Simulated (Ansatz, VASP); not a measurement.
One calculation of Al2Cu, two programs

```xyz
3
Lattice="4.3156 0.0000 0.0000 0.0000 4.3156 0.0000 0.0000 0.0000 2.5585" Properties=species:S:1:pos:R:3 pbc="T T T"
Al    2.1578    0.0000    1.2793
Al    0.0000    2.1578    1.2793
Cu    0.0000    0.0000    0.0000
```

Alike in both runs: task single point; functional r2SCAN; k mesh 14 × 14 × 18; occupations gaussian, width 0.15 eV; no spin polarisation.

|  | VASP | Ansatz |
| --- | --- | --- |
| version | VASP 6.6.1 | Ansatz 0.2.0 |
| potentials or method | VASP PAW PBE potentials, release 64 (Al, Cu), cutoff 520 eV | scalar-relativistic, plane waves, PAW |
| valence electrons in the cell | 17 | 25 |

|  | VASP | Ansatz | Ansatz less VASP |
| --- | --- | --- | --- |
| gap on the k mesh at the Fermi level (eV) | none | none | - |
| pressure (GPa) | 3.5 | 3.7 | +0.18 |
| traceless stress, the component that is largest in VASP (GPa) | 10.77 | 10.75 | -0.017 |

VASP's potentials were made for PBE, not for r2SCAN. A gap of «none» marks a metal or a gap that the smearing closes. The functional is the same, so the differences come from potentials, cutoffs and numerics. VASP's potentials hold 17 valence electrons a cell and Ansatz's 25, so a difference there can come from the potentials and not from the codes.
